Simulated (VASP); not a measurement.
# AlCu3 (Fm-3m) in VASP: a series of runs, part 2 of 2

VASP 6.6.1. The steps go on from the part before.

## (4) Single point, r2SCAN (volume scaled by 0.94)

File POSCAR:

```
AlCu3
1.0
    0.0000000000      2.8316616567      2.8316616567
    2.8316616567      0.0000000000      2.8316616567
    2.8316616567      2.8316616567      0.0000000000
Al Cu
1 3
Direct
    0.0000000000      0.0000000000      0.0000000000
    0.5000000000      0.5000000000      0.5000000000
    0.2500000000      0.2500000000      0.2500000000
    0.7500000000      0.7500000000      0.7500000000
```

File INCAR.step1:

```
SYSTEM = AlCu3
ALGO = Normal
EDIFF = 1E-4
ENCUT = 520
GGA = PE
ISMEAR = 0
LASPH = .True.
LCHARG = .False.
LREAL = .False.
LWAVE = .True.
NBANDS = 26
NELM = 80
PREC = Accurate
SIGMA = 0.1
```

File INCAR.step2:

```
SYSTEM = AlCu3
ALGO = Normal
EDIFF = 1E-6
ENCUT = 520
ISIF = 2
ISMEAR = 0
ISTART = 1
LASPH = .True.
LCHARG = .True.
LELF = .True.
LMIXTAU = .True.
LREAL = .False.
LVHAR = .True.
LWAVE = .False.
METAGGA = R2SCAN
NBANDS = 26
NELM = 80
PREC = Accurate
SIGMA = 0.1
```

File KPOINTS:

```
k-points
0
Gamma
  12 12 12
  0 0 0
```

Potentials or basis: VASP PAW PBE potentials, release 64 (Al, Cu).

Run with:

```sh
$ cat potpaw_PBE.64/Al/POTCAR potpaw_PBE.64/Cu/POTCAR > POTCAR
$ cp INCAR.step1 INCAR
$ mpirun -np 1 vasp_std > vasp.out
$ cp INCAR.step2 INCAR
$ mpirun -np 1 vasp_std > vasp.out
```

OUTCAR:

```text
SYSTEM = AlCu3
   EDIFF = 1E-6
   ENCUT = 520
   ISIF = 2
   ISMEAR = 0
   ISTART = 1
   LASPH = .True.
   LREAL = .False.
   METAGGA = R2SCAN
   NELM = 80
   PREC = Accurate

 ion  position               nearest neighbor table
   1  0.000  0.000  0.000-   3 2.45   4 2.45   4 2.45   4 2.45   4 2.45   3 2.45   3 2.45   3 2.45
                             2 2.83   2 2.83   2 2.83   2 2.83   2 2.83   2 2.83
   2  0.500  0.500  0.500-   3 2.45   4 2.45   3 2.45   3 2.45   3 2.45   4 2.45   4 2.45   4 2.45
                             1 2.83   1 2.83   1 2.83   1 2.83   1 2.83   1 2.83
   3  0.250  0.250  0.250-   1 2.45   2 2.45   1 2.45   1 2.45   1 2.45   2 2.45   2 2.45   2 2.45

   4  0.750  0.750  0.750-   1 2.45   2 2.45   2 2.45   2 2.45   2 2.45   1 2.45   1 2.45   1 2.45

  LATTYP: Found a face centered cubic cell.
 ALAT       =     5.6633233134

  Lattice vectors:

 A1 = (   0.0000000000,   2.8316616567,   2.8316616567)
 A2 = (   2.8316616567,   0.0000000000,   2.8316616567)
 A3 = (   2.8316616567,   2.8316616567,   0.0000000000)

Analysis of symmetry for initial positions (statically):
=====================================================================
 Subroutine PRICEL returns:
 Original cell was already a primitive cell.

 Routine SETGRP: Setting up the symmetry group for a
 face centered cubic supercell.

 Subroutine GETGRP returns: Found 48 space group operations
 (whereof 48 operations were pure point group operations)
 out of a pool of 48 trial point group operations.

The static configuration has the point symmetry O_h .

Analysis of symmetry for dynamics (positions and initial velocities):
=====================================================================
 Subroutine PRICEL returns:
 Original cell was already a primitive cell.

 Routine SETGRP: Setting up the symmetry group for a
 face centered cubic supercell.

 Subroutine GETGRP returns: Found 48 space group operations
 (whereof 48 operations were pure point group operations)
 out of a pool of 48 trial point group operations.

The dynamic configuration has the point symmetry O_h .

 Subroutine INISYM returns: Found 48 space group operations
 (whereof 48 operations are pure point group operations),
 and found     1 'primitive' translations

----------------------------------------------------------------------------------------

                                     Primitive cell

  volume of cell :      45.4103

  direct lattice vectors                    reciprocal lattice vectors
     0.000000000  2.831661657  2.831661657    -0.176574768  0.176574768  0.176574768
     2.831661657  0.000000000  2.831661657     0.176574768 -0.176574768  0.176574768
     2.831661657  2.831661657  0.000000000     0.176574768  0.176574768 -0.176574768

  length of vectors
     4.004574319  4.004574319  4.004574319     0.305836469  0.305836469  0.305836469

  position of ions in fractional coordinates (direct lattice)
     0.000000000  0.000000000  0.000000000
     0.500000000  0.500000000  0.500000000
     0.250000000  0.250000000  0.250000000
     0.750000000  0.750000000  0.750000000

  ion indices of the primitive-cell ions
   primitive index   ion index
                 1           1
                 2           2
                 3           3
                 4           4

----------------------------------------------------------------------------------------

 KPOINTS: k-points

Automatic generation of k-mesh.
 Grid dimensions read from file:
 generate k-points for:   12   12   12

 Generating k-lattice:

  Cartesian coordinates                     Fractional coordinates (reciprocal lattice)
    -0.014714564  0.014714564  0.014714564     0.083333333  0.000000000  0.000000000
     0.014714564 -0.014714564  0.014714564     0.000000000  0.083333333  0.000000000
     0.014714564  0.014714564 -0.014714564     0.000000000  0.000000000  0.083333333

  Length of vectors
     0.025486372  0.025486372  0.025486372

  Shift w.r.t. Gamma in fractional coordinates (k-lattice)
     0.000000000  0.000000000  0.000000000

 Subroutine IBZKPT returns following result:
 ===========================================

 Found     72 irreducible k-points:

 Following reciprocal coordinates:
            Coordinates               Weight
  0.000000  0.000000  0.000000      1.000000
  0.083333  0.000000  0.000000      8.000000
  0.166667  0.000000  0.000000      8.000000
  0.250000  0.000000  0.000000      8.000000
  0.333333  0.000000  0.000000      8.000000
  0.416667  0.000000  0.000000      8.000000
[... 16 lines left out ...]
  0.500000  0.166667  0.000000     24.000000
 -0.416667  0.166667  0.000000     24.000000
 [... further k-points ...]
   k-points           NKPTS =     72   k-points in BZ     NKDIM =     72   number of bands    NBANDS=     26
   number of dos      NEDOS =    301   number of ions     NIONS =      4
   total plane-waves  NPLWV =  27000
   dimension x,y,z NGX =    30 NGY =   30 NGZ =   30
   dimension x,y,z NGXF=    60 NGYF=   60 NGZF=   60
   ions per type =               1   3
   NGX,Y,Z   is equivalent  to a cutoff of  12.45, 12.45, 12.45 a.u.
   NGXF,Y,Z  is equivalent  to a cutoff of  24.91, 24.91, 24.91 a.u.
 SYSTEM =  AlCu3
   PREC   = accura    normal or accurate (medium, high low for compatibility)
   ISTART =      1    job   : 0-new  1-cont  2-samecut
   ICHARG =      0    charge: 1-file 2-atom 10-const
   ISPIN  =      1    spin polarized calculation?
   LNONCOLLINEAR =      F non collinear calculations
   LSORBIT =      F    spin-orbit coupling
   LASPH  =      T    aspherical Exc in radial PAW
   ENCUT  =  520.0 eV  38.22 Ry    6.18 a.u.   7.45  7.45  7.45*2*pi/ulx,y,z
   NELM   =     80;   NELMIN=  2; NELMDL=  0     # of ELM steps
   EDIFF  = 0.1E-05   stopping-criterion for ELM
   LREAL  =      F    real-space projection
   EDIFFG = 0.1E-04   stopping-criterion for IOM
   NSW    =      0    number of steps for IOM
   IBRION =     -1    ionic relax: 0-MD 1-quasi-New 2-CG
   NFREE  =      0    steps in history (QN), initial steepest desc. (CG)
   ISIF   =      2    stress and relaxation
   ISYM   =      2    0-nonsym 1-usesym 2-fastsym
   POTIM  = 0.5000    time-step for ionic-motion
   TEBEG  =    0.0;   TEEND  =   0.0 temperature during run
   PSTRESS=    0.0 pullay stress
   NELECT =      36.0000    total number of electrons
   NUPDOWN=      -1.0000    fix difference up-down
   EMIN   =  10.00;   EMAX   =-10.00  energy-range for DOS
   EFERMI =   0.00;   METHOD = LEGACY
   ISMEAR =     0;   SIGMA  =   0.10  broadening in eV -4-tet -1-fermi 0-gaus
   EFERMI_NEDOS =   21; number of points for ismear=-14 and -15
   IALGO  =     38    algorithm
   IMIX   =      4    mixing-type and parameters
     AMIX     =   0.40;   BMIX     =  1.00
     AMIX_MAG =   1.60;   BMIX_MAG =  1.00
  volume/ion in A,a.u.               =      11.35        76.61
  Fermi-wavevector in a.u.,A,eV,Ry     =   1.515157  2.863232 31.234905  2.295701
  Thomas-Fermi vector in A             =   2.624718
   LORBIT       =      0    0 simple, 1 ext, 2 COOP (PROOUT), +10 PAW based schemes
   METAGGA = R2SCAN    functional components
   LHFCALC =     F    Hartree Fock is set to
   AEXX    =    0.0000 exact exchange contribution
   IVDW    =     0    specifies the selected vdW correction
   LEPSILON=     F    determine dielectric tensor
   LRPA    =     F    only Hartree local field effects (RPA)
 non-spin polarized calculation
 Gauss-broadening in eV      SIGMA  =   0.10
  energy-cutoff  :      520.00
  volume of cell :       45.41
 maximum number of plane-waves:      1245
 NGX is ok and might be reduce to    30
   NGX = 15   NGY = 15   NGZ = 15

 number of electron      36.0000046 magnetization

 Free energy of the ion-electron system (eV)
  ---------------------------------------------------
  ext. energy  EPLUGINS =         0.00000000
  ---------------------------------------------------
  free energy    TOTEN  =       -39.85791221 eV

  energy without entropy =      -39.85296625  energy(sigma->0) =      -39.85543923

 E-fermi :   9.2712     XC(G=0): -13.7082

 val. band max:        9.2389840853   @ k =  -0.4167   0.1667   0.0000
 cond. band min:       9.2810866314   @ k =  -0.1667   0.1667   0.0000
 fundamental gap:      0.0421025462
 Fermi energy:         9.2711941829

 k-point     1 :       0.0000    0.0000    0.0000
  band No.  band energies     occupation
      1      -2.2924      2.00000
      2       4.0392      2.00000
      3       4.0392      2.00000
      4       4.1695      2.00000
      5       4.1696      2.00000
      6       4.1696      2.00000
[... 685 lines left out ...]
     25      19.1469      0.00000
     26      20.8641      0.00000

 [... further k-points ...]
[... 5 lines left out ...]
  --------------------------------------------------------------------------------------
  -------------------------------------------------------------------------------------
  Total        3.1131719      3.1131719      3.1131719     -0.0000000     -0.0000000     -0.0000000
  in kB      109.8397693    109.8397693    109.8397693     -0.0000000     -0.0000000     -0.0000000
  external PRESSURE =     109.8397693 kB  Pullay stress =       0.0000000 kB

 VOLUME and BASIS-vectors are now :
 -----------------------------------------------------------------------------
  energy-cutoff  :      520.00
  volume of cell :       45.41
      direct lattice vectors                 reciprocal lattice vectors
     0.000000000  2.831661657  2.831661657    -0.176574768  0.176574768  0.176574768
     2.831661657  0.000000000  2.831661657     0.176574768 -0.176574768  0.176574768
     2.831661657  2.831661657  0.000000000     0.176574768  0.176574768 -0.176574768

 POSITION                                       TOTAL-FORCE (eV/Angst)
 -----------------------------------------------------------------------------------
      0.00000      0.00000      0.00000         0.000000      0.000000      0.000000
      2.83166      2.83166      2.83166         0.000000      0.000000      0.000000
      1.41583      1.41583      1.41583         0.000000      0.000000     -0.000000
      4.24749      4.24749      4.24749        -0.000000     -0.000000     -0.000000
 -----------------------------------------------------------------------------------
    total drift:                                0.000000     -0.000000      0.000000

  FREE ENERGIE OF THE ION-ELECTRON SYSTEM (eV)
  ---------------------------------------------------
  free  energy   TOTEN  =       -39.8579122115 eV

  energy  without entropy=      -39.8529662468  energy(sigma->0) =      -39.85543923
```

Run time: 5.6 min. Hardware: 1 thread of Intel Xeon 6975P-C, shared host; peak memory 0.22 GiB.

Results:

```yaml
Free_energy: -39.8579 eV
Pressure: 11.0 GPa
Band_gap_on_the_k_mesh: zero (band 18 reaches 13.26 eV, above the bottom of band 19 at 7.02 eV)
```

Levels at points of the mesh, in eV from the Fermi level:
```
           k point  band 14  band 15  band 16  band 17  band 18  band 19  band 20  band 21  band 22  band 23
(0.00, 0.00, 0.00)    -2.83    -2.71    -2.71     3.99     3.99     3.99     4.56     4.56     4.56     6.46
(0.50, 0.00, 0.00)    -2.83    -2.65    -2.65    -2.33     2.84     2.84     3.21     3.21     4.38     6.41
(0.50, 0.50, 0.00)    -2.54    -2.54    -2.49    -2.46    -2.46    -2.25     2.33     2.86    11.85    11.85
```

Caveat: the PAW data sets were made with another functional, which shifts forces and pressure a little.

## (5) The runs side by side

```tsv
cell	gap on the mesh (eV)	pressure (GPa)
a = 4.129 Å, angles 60.0°, 4 atoms	none	-3.9
a = 4.168 Å, angles 60.0°, 4 atoms	none	-7.4
a = 4.005 Å, angles 60.0°, 4 atoms	none	11.0
```

Alike in all rows: task single point; level r2SCAN; potentials or basis VASP PAW PBE potentials, release 64 (Al, Cu); no spin polarisation; k mesh 12 × 12 × 12; cutoff (eV) 520; smearing gaussian 0.1 eV.

Caveats: the PAW data sets were made with another functional, which shifts forces and pressure a little.

Absolute energies hang on the potentials; compare differences alone.
